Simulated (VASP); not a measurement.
# TiO2 in VASP: settings compared

TiO2 is run at these levels: RPBE+D3(BJ), BLYP+D3(BJ), BLYP; tasks: single point.

All numbers are computed with VASP 6.6.1; they aren't measurements. Logs are shortened: lines on timing, memory, paths and dates and some standing lists are left out, and cuts for length are marked.

### 1 The cell of the first run

It takes space group C2/m (No. 12, monoclinic). Conventional cell: a = 14.143 Å, b = 2.923 Å, c = 4.448 Å, α = 90.00°, β = 90.54°, γ = 90.00°. Within 2.6 Å of Ti (site symmetry 2/m) lie 6 O at 1.93 Å. Within 2.6 Å of Ti (site symmetry m) lie 6 O at 1.93 to 1.96 Å. O (site symmetry m) has 3 Ti at 1.93 Å and 1 O at 2.53 Å within 2.6 Å. Within 2.6 Å of O (site symmetry m) lie 3 Ti at 1.94 to 1.96 Å and 3 O at 2.56 Å. O (site symmetry m) has 3 Ti at 1.93 Å and 1 O at 2.56 Å within 2.6 Å.

### 2 Single point, RPBE+D3(BJ)

Input file INCAR:

```
SYSTEM = TiO2
PREC = Accurate
ENCUT = 520
EDIFF = 1E-7
ISMEAR = -1
SIGMA = 0.05
LREAL = .FALSE.
LASPH = .TRUE.
NELM = 60
ALGO = Normal
ISIF = 2
LWAVE = .FALSE.
LCHARG = .TRUE.
GGA = RP
IVDW = 12
LELF = .TRUE.
LVHAR = .TRUE.
NBANDS = 46
```

Input file KPOINTS:

```
regular mesh
0
G
  7 5 3
  0 0 0
```

Input file POSCAR:

```
TiO2
1.0
    2.9234920761     -0.0000569519      0.0001180535
    0.0001146203      4.4469238105     -0.0956368449
    1.4614689458      0.0850013854      7.0711957916
Ti O
3 6
Direct
    0.0036427043      0.0003763244      0.0007036147
    0.3437596558      0.5075444586      0.3204937312
    0.6635444721      0.4932083302      0.6809135499
    0.4489898714      0.2275458110      0.1100191005
    0.7849479242      0.2845458400      0.4381125581
    0.1120867023      0.2622602743      0.7838382663
    0.8952167796      0.7384923507      0.2175689937
    0.2223544202      0.7162068770      0.5632949659
    0.5583084601      0.7732067438      0.8913882098
```

Potentials or basis: VASP PAW PBE potentials, release 64 (Ti_sv, O).

Started as:

```sh
> cat potpaw_PBE.64/Ti_sv/POTCAR potpaw_PBE.64/O/POTCAR > POTCAR
> mpirun -np 1 vasp_std > vasp.out
```

OUTCAR:

```text
SYSTEM = TiO2
   PREC = Accurate
   ENCUT = 520
   EDIFF = 1E-7
   ISMEAR = -1
   LREAL = .FALSE.
   LASPH = .TRUE.
   NELM = 60
   ISIF = 2
   GGA = RP
   IVDW = 12
 IVDW          = 12

 ion  position               nearest neighbor table
   1  0.004  0.000  0.001-   4 1.93   9 1.93   9 1.93   4 1.93   6 1.93   7 1.93
   2  0.344  0.508  0.320-   4 1.93   7 1.93   7 1.93   8 1.94   5 1.96   5 1.96
   3  0.664  0.493  0.681-   9 1.93   6 1.93   6 1.93   5 1.94   8 1.96   8 1.96
   4  0.449  0.228  0.110-   2 1.93   1 1.93   1 1.93
   5  0.785  0.285  0.438-   3 1.94   2 1.96   2 1.96
   6  0.112  0.262  0.784-   3 1.93   3 1.93   1 1.93
   7  0.895  0.738  0.218-   2 1.93   2 1.93   1 1.93
   8  0.222  0.716  0.563-   2 1.94   3 1.96   3 1.96
   9  0.558  0.773  0.891-   3 1.93   1 1.93   1 1.93

  LATTYP: Found a base centered monoclinic cell.
 ALAT       =    14.1432959810
 B/A-ratio  =     0.2067051473
 C/A-ratio  =     0.3144919046
 COS(beta)  =    -0.0094784954

  Lattice vectors:

 A1 = (  -1.4620231303,   0.0850583373,   7.0710777381)
 A2 = (   1.4614689458,   0.0850013854,   7.0711957916)
 A3 = (   0.0001146203,   4.4469238105,  -0.0956368449)

Analysis of symmetry for initial positions (statically):
=====================================================================
 Subroutine PRICEL returns:
 Original cell was already a primitive cell.

 Routine SETGRP: Setting up the symmetry group for a
 base centered monoclinic supercell.

 Subroutine GETGRP returns: Found  2 space group operations
 (whereof  1 operations were pure point group operations)
 out of a pool of  4 trial point group operations.

The static configuration has the point symmetry C_1 .
 The point group associated with its full space group is C_2 .

Analysis of symmetry for dynamics (positions and initial velocities):
=====================================================================
 Subroutine PRICEL returns:
 Original cell was already a primitive cell.

 Routine SETGRP: Setting up the symmetry group for a
 base centered monoclinic supercell.

 Subroutine GETGRP returns: Found  2 space group operations
 (whereof  1 operations were pure point group operations)
 out of a pool of  4 trial point group operations.

The dynamic configuration has the point symmetry C_1 .
 The point group associated with its full space group is C_2 .

 Subroutine INISYM returns: Found  2 space group operations
 (whereof  1 operations are pure point group operations),
 and found     1 'primitive' translations

----------------------------------------------------------------------------------------

                                     Primitive cell

  volume of cell :      91.9524

  direct lattice vectors                    reciprocal lattice vectors
     2.923492076 -0.000056952  0.000118053     0.342059506 -0.001528843 -0.070678200
     0.000114620  4.446923811 -0.095636845     0.000004489  0.224816412 -0.002703399
     1.461468946  0.085001385  7.071195792    -0.000005650  0.003040633  0.141383414

  length of vectors
     2.923492079  4.447952090  7.221144413     0.349288493  0.224832665  0.141416106

  position of ions in fractional coordinates (direct lattice)
     0.003642704  0.000376324  0.000703615
     0.343759656  0.507544459  0.320493731
     0.663544472  0.493208330  0.680913550
     0.448989871  0.227545811  0.110019100
     0.784947924  0.284545840  0.438112558
     0.112086702  0.262260274  0.783838266
     0.895216780  0.738492351  0.217568994
     0.222354420  0.716206877  0.563294966
     0.558308460  0.773206744  0.891388210

  ion indices of the primitive-cell ions
   primitive index   ion index
                 1           1
                 2           2
                 3           3
                 4           4
                 5           5
                 6           6
                 7           7
                 8           8
                 9           9
[... 28 lines left out ...]
|           WW  WW  A    A  R   R   N   NN  II  N   NN  G    G                |
|           W    W  A    A  R    R  N    N  II  N    N   GGGG   !!!           |
|                                                                             |
|     Your reciprocal lattice and k-lattice belong to different lattice       |
|     classes:                                                                |
|                                                                             |
|        The reciprocal lattice is base-centered monoclinic,                  |
|        whereas your k-lattice is triclinic.                                 |
|                                                                             |
|     Results are often still useful ...                                      |
|                                                                             |
 -----------------------------------------------------------------------------

 WARNING: IBZKPT: internal override: KBLOWUP is changed to .FALSE.
      ... skipping the blow-up phase ...

 Subroutine IBZKPT returns following result:
 ===========================================

 Found     53 irreducible k-points:

 Following reciprocal coordinates:
            Coordinates               Weight
  0.000000  0.000000  0.000000      1.000000
  0.142857  0.000000  0.000000      2.000000
  0.285714  0.000000  0.000000      2.000000
  0.428571  0.000000  0.000000      2.000000
  0.000000  0.200000  0.000000      2.000000
  0.142857  0.200000  0.000000      2.000000
[... 16 lines left out ...]
 -0.428571 -0.000000  0.333333      2.000000
 -0.285714 -0.000000  0.333333      2.000000
 [... further k-points ...]
   k-points           NKPTS =     53   k-points in BZ     NKDIM =     53   number of bands    NBANDS=     46
   number of dos      NEDOS =    301   number of ions     NIONS =      9
   total plane-waves  NPLWV =  46656
   dimension x,y,z NGX =    24 NGY =   36 NGZ =   54
   dimension x,y,z NGXF=    48 NGYF=   72 NGZF=  108
   ions per type =               3   6
   NGX,Y,Z   is equivalent  to a cutoff of  13.65, 13.46, 12.43 a.u.
   NGXF,Y,Z  is equivalent  to a cutoff of  27.30, 26.91, 24.86 a.u.
 SYSTEM =  TiO2
   PREC   = accura    normal or accurate (medium, high low for compatibility)
   ISTART =      0    job   : 0-new  1-cont  2-samecut
   ICHARG =      2    charge: 1-file 2-atom 10-const
   ISPIN  =      1    spin polarized calculation?
   LNONCOLLINEAR =      F non collinear calculations
   LSORBIT =      F    spin-orbit coupling
   LASPH  =      T    aspherical Exc in radial PAW
   ENCUT  =  520.0 eV  38.22 Ry    6.18 a.u.   5.44  8.27 13.43*2*pi/ulx,y,z
   NELM   =     60;   NELMIN=  2; NELMDL= -5     # of ELM steps
   EDIFF  = 0.1E-06   stopping-criterion for ELM
   LREAL  =      F    real-space projection
   EDIFFG = 0.1E-05   stopping-criterion for IOM
   NSW    =      0    number of steps for IOM
   IBRION =     -1    ionic relax: 0-MD 1-quasi-New 2-CG
   NFREE  =      0    steps in history (QN), initial steepest desc. (CG)
   ISIF   =      2    stress and relaxation
   ISYM   =      2    0-nonsym 1-usesym 2-fastsym
   POTIM  = 0.5000    time-step for ionic-motion
   TEBEG  =    0.0;   TEEND  =   0.0 temperature during run
   PSTRESS=    0.0 pullay stress
   NELECT =      72.0000    total number of electrons
   NUPDOWN=      -1.0000    fix difference up-down
   EMIN   =  10.00;   EMAX   =-10.00  energy-range for DOS
   EFERMI =   0.00;   METHOD = LEGACY
   ISMEAR =    -1;   SIGMA  =   0.05  broadening in eV -4-tet -1-fermi 0-gaus
   EFERMI_NEDOS =   21; number of points for ismear=-14 and -15
   IALGO  =     38    algorithm
   IMIX   =      4    mixing-type and parameters
     AMIX     =   0.40;   BMIX     =  1.00
     AMIX_MAG =   1.60;   BMIX_MAG =  1.00
  volume/ion in A,a.u.               =      10.22        68.95
  Fermi-wavevector in a.u.,A,eV,Ry     =   1.508914  2.851435 30.978055  2.276823
  Thomas-Fermi vector in A             =   2.619306
   LORBIT       =      0    0 simple, 1 ext, 2 COOP (PROOUT), +10 PAW based schemes
   GGA     = RP    functional components
   LHFCALC =     F    Hartree Fock is set to
   AEXX    =    0.0000 exact exchange contribution
   IVDW    =    12    specifies the selected vdW correction
   LEPSILON=     F    determine dielectric tensor
   LRPA    =     F    only Hartree local field effects (RPA)
 non-spin polarized calculation
  energy-cutoff  :      520.00
  volume of cell :       91.95
 maximum number of plane-waves:      2494
 NGX is ok and might be reduce to    24
   NGX = 11   NGY = 17   NGZ = 27

 number of electron      72.0000006 magnetization

 Free energy of the ion-electron system (eV)
  ---------------------------------------------------
  ext. energy  EPLUGINS =         0.00000000
  ---------------------------------------------------
  free energy    TOTEN  =       -76.00973749 eV

  energy without entropy =      -76.00973749  energy(sigma->0) =      -76.00973749

 E-fermi :   5.7538     XC(G=0): -11.1872

 val. band max:        4.7003664012   @ k =   0.0000   0.0000   0.0000
 cond. band min:       7.2310135880   @ k =  -0.2857  -0.0000   0.3333
 fundamental gap:      2.5306471867
 Fermi energy:         5.7538061780

 k-point     1 :       0.0000    0.0000    0.0000
  band No.  band energies     occupation
      1     -51.8969      2.00000
      2     -51.7696      2.00000
      3     -51.7264      2.00000
      4     -28.1740      2.00000
      5     -28.1416      2.00000
      6     -28.0951      2.00000
[... 1165 lines left out ...]
     45       9.0798      0.00000
     46      10.6053      0.00000

 [... further k-points ...]

------------------------ aborting loop because EDIFF is reached ----------------------------------------

 Edisp (eV)   -9.63560

 E8    (eV) :    -5.8089

  FORCE on cell =-STRESS in cart. coord.  units (eV):
  Direction    XX          YY          ZZ          XY          YZ          ZX
  --------------------------------------------------------------------------------------
  -------------------------------------------------------------------------------------
  Total       0.45784     0.27782     0.40703    -0.00000    -0.00344     0.00000
  in kB       7.97748     4.84079     7.09202    -0.00003    -0.05993     0.00004
  external pressure =        6.64 kB  Pullay stress =        0.00 kB

 VOLUME and BASIS-vectors are now :
 -----------------------------------------------------------------------------
  energy-cutoff  :      520.00
  volume of cell :       91.95
      direct lattice vectors                 reciprocal lattice vectors
     2.923492076 -0.000056952  0.000118053     0.342059506 -0.001528843 -0.070678200
     0.000114620  4.446923811 -0.095636845     0.000004489  0.224816412 -0.002703399
     1.461468946  0.085001385  7.071195792    -0.000005650  0.003040633  0.141383414

 POSITION                                       TOTAL-FORCE (eV/Angst)
 -----------------------------------------------------------------------------------
      0.01168      0.00173      0.00494        -0.000114      0.000000     -0.000000
      1.47343      2.28423      2.21777        -0.000054      0.003115     -0.021865
      2.93506      2.25110      4.76778        -0.000056     -0.003115      0.021865
      1.47343      1.02121      0.75626         0.000027      0.017965      0.004718
      2.93511      1.30255      3.07086         0.000113     -0.064751     -0.004648
      1.47327      1.23287      5.51761        -0.000030     -0.021208      0.010143
      2.93521      3.30246      1.46795        -0.000029      0.021208     -0.010143
      1.47337      3.23279      3.91470         0.000116      0.064751      0.004648
      2.93504      3.51413      6.22930         0.000026     -0.017965     -0.004718
 -----------------------------------------------------------------------------------
    total drift:                                0.000243     -0.000962     -0.003837

  FREE ENERGIE OF THE ION-ELECTRON SYSTEM (eV)
  ---------------------------------------------------
  free  energy   TOTEN  =       -85.6453347513 eV

  energy  without entropy=      -85.6453347512  energy(sigma->0) =      -85.64533475
```

Run time: 4.3 min. Hardware: 1 thread of AMD EPYC 7R43 (Zen 3), shared host; peak memory 0.27 GiB.

Results:

```
Free energy                : -85.6453 eV
Pressure                   : 0.7 GPa
Largest force              : 0.065 eV/Å
Band gap on the k mesh     : 2.53 eV (least direct gap 2.57 eV)
Dispersion energy per atom : -1.071 eV
```

Forces on the atoms (eV/Å):
```
Ti   0.000  0.000  0.000
Ti   0.000  0.003 -0.022
Ti   0.000 -0.003  0.022
O    0.000  0.018  0.005
O    0.000 -0.065 -0.005
O    0.000 -0.021  0.010
O    0.000  0.021 -0.010
O    0.000  0.065  0.005
O    0.000 -0.018 -0.005
```

Caveat: the dispersion term is far too large for a dense solid, which distorts pressure and volume; the PAW data sets were made with another functional, which shifts forces and pressure a little. A k mesh can miss the band edges.

### 3 Single point, BLYP+D3(BJ)

This run uses another cell than the first one, of 10.91 Å³/atom.

Input file INCAR:

```
SYSTEM = TiO2
  AGGAC = 1.0
  AGGAX = 1.0
  ALDAC = 0.0
  ALDAX = 1.0
  ALGO = Normal
  EDIFF = 1E-6
  ENCUT = 520
  GGA = B5
  ISIF = 2
  ISMEAR = -1
  IVDW = 12
  LASPH = .TRUE.
  LCHARG = .FALSE.
  LREAL = .FALSE.
  LWAVE = .FALSE.
  NBANDS = 46
  NELM = 80
  PREC = Accurate
  SIGMA = 0.05
  VDW_A1 = 0.4298
  VDW_A2 = 4.2359
  VDW_S6 = 1.0
  VDW_S8 = 2.6996
```

Input file KPOINTS:

```
k-points
0
G
  9 6 4
  0 0 0
```

Input file POSCAR:

```
TiO2
1.0
    2.9726276317     -0.0000599153      0.0001089497
    0.0001133648      4.6698805043      0.0929779921
    1.4860054422      0.3802838908      7.0783087517
Ti O
3 6
Direct
    0.0032383289      0.0003761003      0.0007029021
    0.3443786814      0.4589899305      0.3190856464
    0.6628930300      0.5417627367      0.6823209300
    0.4369770126      0.1733221513      0.1341480313
    0.7725561443      0.2862926398      0.4630410962
    0.0986614565      0.3248646923      0.8108745147
    0.9088377156      0.6758877581      0.1905324962
    0.2348908406      0.7144610813      0.5383679970
    0.5704177800      0.8274299196      0.8672593760
```

Potentials or basis: VASP PAW PBE potentials, release 64 (Ti_sv, O).

Started as:

```sh
> cat potpaw_PBE.64/Ti_sv/POTCAR potpaw_PBE.64/O/POTCAR > POTCAR
> mpirun -np 1 vasp_std > vasp.out
```

OUTCAR:

```text
SYSTEM = TiO2
   EDIFF = 1E-6
   ENCUT = 520
   GGA = B5
   ISIF = 2
   ISMEAR = -1
   IVDW = 12
   LASPH = .TRUE.
   LREAL = .FALSE.
   NELM = 80
   PREC = Accurate
 IVDW          = 12

 ion  position               nearest neighbor table
   1  0.003  0.000  0.001-   6 1.95   7 1.95   9 1.97   4 1.97   9 1.97   4 1.97
   2  0.344  0.459  0.319-   4 1.94   5 1.94   5 1.94   7 1.98   7 1.98   8 2.03
   3  0.663  0.542  0.682-   9 1.94   8 1.94   8 1.94   6 1.98   6 1.98   5 2.03
   4  0.437  0.173  0.134-   2 1.94   1 1.97   1 1.97
   5  0.773  0.286  0.463-   2 1.94   2 1.94   3 2.03
   6  0.099  0.325  0.811-   1 1.95   3 1.98   3 1.98
   7  0.909  0.676  0.191-   1 1.95   2 1.98   2 1.98
   8  0.235  0.714  0.538-   3 1.94   3 1.94   2 2.03
   9  0.570  0.827  0.867-   3 1.94   1 1.97   1 1.97

  LATTYP: Found a base centered monoclinic cell.
 ALAT       =    14.1769280630
 B/A-ratio  =     0.2096806601
 C/A-ratio  =     0.3294653112
 COS(beta)  =    -0.0735193993

  Lattice vectors:

 A1 = (   1.4866221895,  -0.3803438061,  -7.0781998020)
 A2 = (  -1.4860054422,  -0.3802838908,  -7.0783087517)
 A3 = (   0.0001133648,   4.6698805043,   0.0929779921)

[... 221 lines left out ...]
      3     -52.1276      2.00000
      4     -28.7197      2.00000
      5     -28.7024      2.00000
      6     -28.6440      2.00000
[... 1165 lines left out ...]
     45       8.2322      0.00000
     46      10.0090      0.00000

 [... further k-points ...]

------------------------ aborting loop because EDIFF is reached ----------------------------------------

 Edisp (eV)   -4.59736

 E8    (eV) :    -3.2230

  FORCE on cell =-STRESS in cart. coord.  units (eV):
  Direction    XX          YY          ZZ          XY          YZ          ZX
  --------------------------------------------------------------------------------------
  -------------------------------------------------------------------------------------
  Total       0.80362     0.52296     0.63420    -0.00022     0.00227    -0.00014
  in kB      13.11755     8.53639    10.35205    -0.00360     0.03710    -0.00231
  external pressure =       10.67 kB  Pullay stress =        0.00 kB

 VOLUME and BASIS-vectors are now :
 -----------------------------------------------------------------------------
  energy-cutoff  :      520.00
  volume of cell :       98.15
      direct lattice vectors                 reciprocal lattice vectors
     2.972627632 -0.000059915  0.000108950     0.336405332  0.001399469 -0.070699424
     0.000113365  4.669880504  0.092977992     0.000004743  0.214367566 -0.011517946
     1.486005442  0.380283891  7.078308752    -0.000005240 -0.002815873  0.141429069

 POSITION                                       TOTAL-FORCE (eV/Angst)
 -----------------------------------------------------------------------------------
      0.01067      0.00202      0.00501         0.001929      0.000119      0.000333
      1.49792      2.26475      2.30130         0.000776      0.019790     -0.030719
      2.98453      2.78940      4.88012         0.000092     -0.019955      0.030596
      1.49833      0.86038      0.96570        -0.001060      0.006974      0.009878
      2.98464      1.51299      3.30425        -0.000190     -0.079008      0.044660
      1.49828      1.82544      5.76984        -0.000311     -0.000747      0.004060
      2.98485      3.22872      1.41159        -0.000479      0.000718     -0.004091
      1.49834      3.54117      3.87719         0.000096      0.079072     -0.044856
      2.98449      4.19377      6.21572        -0.000852     -0.006962     -0.009860
 -----------------------------------------------------------------------------------
    total drift:                                0.000061      0.000041     -0.000421

  FREE ENERGIE OF THE ION-ELECTRON SYSTEM (eV)
  ---------------------------------------------------
  free  energy   TOTEN  =       -81.5055538232 eV

  energy  without entropy=      -81.5055538231  energy(sigma->0) =      -81.50555382
```

It took 7.6 min on 1 thread of Intel Xeon Platinum 8124M at 3.00GHz (Skylake/Cascade Lake), shared host; peak memory 0.46 GiB.

Results:

| Quantity | Value |
| --- | --- |
| Free energy | -81.5056 eV |
| Pressure | 1.1 GPa |
| Largest force | 0.091 eV/Å |
| Band gap on the k mesh | 2.15 eV (least direct gap 2.20 eV) |
| Dispersion energy per atom | -0.511 eV |

Forces in eV/Å, atoms in the order of the input:
```
Ti   0.002  0.000  0.000
Ti   0.001  0.020 -0.031
Ti   0.000 -0.020  0.031
O   -0.001  0.007  0.010
O    0.000 -0.079  0.045
O    0.000 -0.001  0.004
O    0.000  0.001 -0.004
O    0.000  0.079 -0.045
O   -0.001 -0.007 -0.010
```

Caveat: the PAW data sets were made with another functional, which shifts forces and pressure a little.

(Part 1 of 2 ends here.)
